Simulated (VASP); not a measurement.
# SiO3 (Pm-3n) in VASP: single point with PBE

Aim: the single point of SiO3 with PBE.

Everything below comes from runs of VASP 6.6.1. Logs are shortened: lines on timing, memory, paths and dates and some standing lists are left out, and cuts for length are marked.

## 1. The cell of the first run

The structure is cubic, space group Pm-3n (No. 223). The conventional cell has a = 3.910 Å, b = 3.910 Å, c = 3.910 Å, α = 90.00°, β = 90.00°, γ = 90.00°. Si (site symmetry m-3) has 12 O at 2.19 Å within 2.9 Å. Within 2.6 Å of O (site symmetry -4m2) lie 10 O at 1.96 to 2.39 Å and 4 Si at 2.19 Å.

## 2. Single point, PBE

File INCAR:

```
SYSTEM = SiO3
PREC = Accurate
ENCUT = 600
EDIFF = 1E-6
ISMEAR = 0
SIGMA = 0.2
LREAL = .False.
LASPH = .True.
NELM = 120
ALGO = Normal
ISIF = 2
LWAVE = .False.
LCHARG = .True.
GGA = PE
LELF = .True.
LVHAR = .True.
NBANDS = 32
GGA_COMPAT = .False.
```

File KPOINTS:

```
regular mesh
0
Gamma
  4 4 4
  0 0 0
```

File POSCAR:

```
SiO3
1.0
    3.9104294376      0.0000000000      0.0000000000
    0.0000000000      3.9104294376      0.0000000000
    0.0000000000      0.0000000000      3.9104294376
Si O
2 6
Direct
    0.0000000000      0.0000000000      0.0000000000
    0.5000000000      0.5000000000      0.5000000000
    0.0000000000      0.7500000000      0.5000000000
    0.0000000000      0.2500000000      0.5000000000
    0.7500000000      0.5000000000      0.0000000000
    0.2500000000      0.5000000000      0.0000000000
    0.5000000000      0.0000000000      0.7500000000
    0.5000000000      0.0000000000      0.2500000000
```

Potentials or basis: VASP PAW PBE potentials, release 64 (Si, O).

Started as:

```bash
> cat potpaw_PBE.64/Si/POTCAR potpaw_PBE.64/O/POTCAR > POTCAR
> mpirun -np 1 vasp_std > vasp.out
```

OUTCAR:

```text
SYSTEM = SiO3
   PREC = Accurate
   ENCUT = 600
   EDIFF = 1E-6
   ISMEAR = 0
   LREAL = .False.
   LASPH = .True.
   NELM = 120
   ISIF = 2
   GGA = PE

 ion  position               nearest neighbor table
   1  0.000  0.000  0.000-   3 2.19   4 2.19   5 2.19   6 2.19   7 2.19   8 2.19   3 2.19   4 2.19
                             5 2.19   6 2.19   7 2.19   8 2.19
   2  0.500  0.500  0.500-   3 2.19   4 2.19   5 2.19   6 2.19   7 2.19   8 2.19   5 2.19   6 2.19
                             7 2.19   8 2.19   3 2.19   4 2.19
   3  0.000  0.750  0.500-   4 1.96   4 1.96   1 2.19   1 2.19   2 2.19   2 2.19
   4  0.000  0.250  0.500-   3 1.96   3 1.96   1 2.19   1 2.19   2 2.19   2 2.19
   5  0.750  0.500  0.000-   6 1.96   6 1.96   1 2.19   2 2.19   1 2.19   2 2.19
   6  0.250  0.500  0.000-   5 1.96   5 1.96   1 2.19   2 2.19   1 2.19   2 2.19
   7  0.500  0.000  0.750-   8 1.96   8 1.96   1 2.19   2 2.19   2 2.19   1 2.19
   8  0.500  0.000  0.250-   7 1.96   7 1.96   1 2.19   2 2.19   2 2.19   1 2.19

  LATTYP: Found a simple cubic cell.
 ALAT       =     3.9104294376

  Lattice vectors:

 A1 = (   3.9104294376,   0.0000000000,   0.0000000000)
 A2 = (   0.0000000000,   3.9104294376,   0.0000000000)
 A3 = (   0.0000000000,   0.0000000000,   3.9104294376)

Analysis of symmetry for initial positions (statically):
=====================================================================
 Subroutine PRICEL returns:
 Original cell was already a primitive cell.

 Routine SETGRP: Setting up the symmetry group for a
 simple cubic supercell.

 Subroutine GETGRP returns: Found 48 space group operations
 (whereof 24 operations were pure point group operations)
 out of a pool of 48 trial point group operations.

The static configuration has the point symmetry T_h .
 The point group associated with its full space group is O_h .

Analysis of symmetry for dynamics (positions and initial velocities):
=====================================================================
 Subroutine PRICEL returns:
 Original cell was already a primitive cell.

 Routine SETGRP: Setting up the symmetry group for a
 simple cubic supercell.

 Subroutine GETGRP returns: Found 48 space group operations
 (whereof 24 operations were pure point group operations)
 out of a pool of 48 trial point group operations.

The dynamic configuration has the point symmetry T_h .
 The point group associated with its full space group is O_h .

 Subroutine INISYM returns: Found 48 space group operations
 (whereof 24 operations are pure point group operations),
 and found     1 'primitive' translations
[... 98 lines left out ...]
   ISIF   =      2    stress and relaxation
   ISYM   =      2    0-nonsym 1-usesym 2-fastsym
   POTIM  = 0.5000    time-step for ionic-motion
   TEBEG  =    0.0;   TEEND  =   0.0 temperature during run
   PSTRESS=    0.0 pullay stress
   NELECT =      44.0000    total number of electrons
   NUPDOWN=      -1.0000    fix difference up-down
   EMIN   =  10.00;   EMAX   =-10.00  energy-range for DOS
   EFERMI =   0.00;   METHOD = LEGACY
   ISMEAR =     0;   SIGMA  =   0.20  broadening in eV -4-tet -1-fermi 0-gaus
   EFERMI_NEDOS =   21; number of points for ismear=-14 and -15
   IALGO  =     38    algorithm
   IMIX   =      4    mixing-type and parameters
     AMIX     =   0.40;   BMIX     =  1.00
     AMIX_MAG =   1.60;   BMIX_MAG =  1.00
  volume/ion in A,a.u.               =       7.47        50.44
  Fermi-wavevector in a.u.,A,eV,Ry     =   1.477978  2.792973 29.720820  2.184419
  Thomas-Fermi vector in A             =   2.592316
   LORBIT       =      0    0 simple, 1 ext, 2 COOP (PROOUT), +10 PAW based schemes
   GGA     = PE    functional components
   LHFCALC =     F    Hartree Fock is set to
   AEXX    =    0.0000 exact exchange contribution
   IVDW    =     0    specifies the selected vdW correction
   LEPSILON=     F    determine dielectric tensor
   LRPA    =     F    only Hartree local field effects (RPA)
 non-spin polarized calculation
 Gauss-broadening in eV      SIGMA  =   0.20
  energy-cutoff  :      600.00
  volume of cell :       59.80
 maximum number of plane-waves:      2012
 NGX is ok and might be reduce to    32
   NGX = 15   NGY = 15   NGZ = 15

 number of electron      43.9999956 magnetization

 Free energy of the ion-electron system (eV)
  ---------------------------------------------------
  ext. energy  EPLUGINS =         0.00000000
  ---------------------------------------------------
  free energy    TOTEN  =       -39.61009069 eV

  energy without entropy =      -39.55091378  energy(sigma->0) =      -39.58050224

 E-fermi :   8.9221     XC(G=0): -12.8591

 val. band max:        8.6214087564   @ k =   0.2500   0.0000   0.0000
 cond. band min:       8.9668471996   @ k =   0.2500   0.2500   0.0000
 fundamental gap:      0.3454384432
 Fermi energy:         8.9220539225

 k-point     1 :       0.0000    0.0000    0.0000
  band No.  band energies     occupation
      1     -14.2082      2.00000
      2     -10.4393      2.00000
      3     -10.4393      2.00000
      4      -7.9552      2.00000
      5      -7.9552      2.00000
      6      -7.9552      2.00000
[... 339 lines left out ...]
     31      15.9106      0.00000
     32      15.9106      0.00000

------------------------ aborting loop because EDIFF is reached ----------------------------------------

  FORCE on cell =-STRESS in cart. coord.  units (eV):
  Direction    XX          YY          ZZ          XY          YZ          ZX
  --------------------------------------------------------------------------------------
  -------------------------------------------------------------------------------------
  Total       -0.0002120     -0.0002120     -0.0002120      0.0000000      0.0000000     -0.0000000
  in kB       -0.0056803     -0.0056803     -0.0056803      0.0000000      0.0000000     -0.0000000
  external PRESSURE =      -0.0056803 kB  Pullay stress =       0.0000000 kB

 VOLUME and BASIS-vectors are now :
 -----------------------------------------------------------------------------
  energy-cutoff  :      600.00
  volume of cell :       59.80
      direct lattice vectors                 reciprocal lattice vectors
     3.910429438  0.000000000  0.000000000     0.255726389  0.000000000  0.000000000
     0.000000000  3.910429438  0.000000000     0.000000000  0.255726389  0.000000000
     0.000000000  0.000000000  3.910429438     0.000000000  0.000000000  0.255726389

 POSITION                                       TOTAL-FORCE (eV/Angst)
 -----------------------------------------------------------------------------------
      0.00000      0.00000      0.00000         0.000000      0.000000      0.000000
      1.95521      1.95521      1.95521         0.000000      0.000000      0.000000
      0.00000      2.93282      1.95521         0.000000     -0.000000      0.000000
      0.00000      0.97761      1.95521        -0.000000      0.000000     -0.000000
      2.93282      1.95521      0.00000        -0.000000     -0.000000     -0.000000
      0.97761      1.95521      0.00000         0.000000      0.000000      0.000000
      1.95521      0.00000      2.93282         0.000000     -0.000000     -0.000000
      1.95521      0.00000      0.97761         0.000000     -0.000000      0.000000
 -----------------------------------------------------------------------------------
    total drift:                                0.000000      0.000000     -0.000000

  FREE ENERGIE OF THE ION-ELECTRON SYSTEM (eV)
  ---------------------------------------------------
  free  energy   TOTEN  =       -39.6100906930 eV

  energy  without entropy=      -39.5509137827  energy(sigma->0) =      -39.58050224
```

OSZICAR:

```text
N       E                     dE             d eps       ncg     rms          rms(c)
DAV:   1     0.220557207897E+03    0.22056E+03   -0.27092E+04   640   0.151E+03
DAV:   2    -0.317829038939E+02   -0.25234E+03   -0.23790E+03   792   0.304E+02
DAV:   3    -0.439735183369E+02   -0.12191E+02   -0.12039E+02   784   0.636E+01
DAV:   4    -0.440647112772E+02   -0.91193E-01   -0.91137E-01   648   0.614E+00
DAV:   5    -0.440653267168E+02   -0.61544E-03   -0.61542E-03   720   0.483E-01    0.137E+01
DAV:   6    -0.398030423465E+02    0.42623E+01   -0.85125E+00   640   0.179E+01    0.537E+00
DAV:   7    -0.396676216535E+02    0.13542E+00   -0.41473E-01   696   0.384E+00    0.261E+00
DAV:   8    -0.396106322696E+02    0.56989E-01   -0.75691E-02   648   0.179E+00    0.621E-01
DAV:   9    -0.396099337339E+02    0.69854E-03   -0.58682E-03   688   0.508E-01    0.226E-01
DAV:  10    -0.396101029410E+02   -0.16921E-03   -0.41988E-04   648   0.134E-01    0.175E-02
DAV:  11    -0.396100931659E+02    0.97752E-05   -0.57080E-06   672   0.161E-02    0.935E-03
DAV:  12    -0.396100906484E+02    0.25175E-05   -0.37670E-06   624   0.116E-02    0.183E-03
DAV:  13    -0.396100906930E+02   -0.44613E-07   -0.91857E-08   320   0.178E-03
   1 F= -.39610091E+02 E0= -.39580502E+02  d E =-.591769E-01
```

stdout:

```text
POSCAR found type information on POSCAR SiO
 POSCAR found :  2 types and       8 ions
 scaLAPACK will be used
 LDA part: xc-table for (Slater+PW92), standard interpolation
 POSCAR, INCAR and KPOINTS ok, starting setup
 FFT: planning ... GRIDC
 FFT: planning ... GRID_SOFT
 FFT: planning ... GRID
 WAVECAR not read
 entering main loop
```

Wall time 9.4 s (1 thread of Intel Xeon 6975P-C (Granite Rapids), shared host); peak memory 0.17 GiB.

Results:

| Property | Result |
| --- | --- |
| Free energy | -39.6101 eV |
| Pressure | 0.0 GPa |
| Band gap on the k mesh | zero (band 22 reaches 9.15 eV, above the bottom of band 23 at 6.78 eV) |

Caveat: the k points lie up to 0.40 Å⁻¹ apart.
